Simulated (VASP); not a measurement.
The system is SrO.

```xyz
2
Lattice="0.0000 2.5639 2.5639 2.5639 0.0000 2.5639 2.5639 2.5639 0.0000" Properties=species:S:1:pos:R:3 pbc="T T T"
Sr    0.0000    0.0000    0.0000
O     2.5639    2.5639    2.5639
```

This cell differs from its parent crystal: strain -0.6%.

Base run:

```yaml
Program: VASP 6.6.1
Functional: r2SCAN
Potentials_or_basis: VASP PAW PBE potentials, release 64 (Sr_sv, O)
Cutoff: 520 eV
k_mesh: 8 × 8 × 8
Occupations: gaussian, width 0.01 eV
Spin: no spin polarisation
```

Its results: band gap on the k mesh 3.74 eV (least direct gap 3.82 eV); pressure 2.4 GPa.

The run is repeated on the same cell with these changes: functional from r2SCAN to PBE; occupations from gaussian, width 0.01 eV to fermi-dirac, width 0.02 eV. What comes out?

Band gap on the k mesh 3.26 eV (least direct gap 3.34 eV); pressure 4.2 GPa.

Caveats: the PAW data sets were made with another functional, which shifts forces and pressure a little (at least some runs); the cell stands under pressure (at least some runs).

A k mesh can miss the band edges.
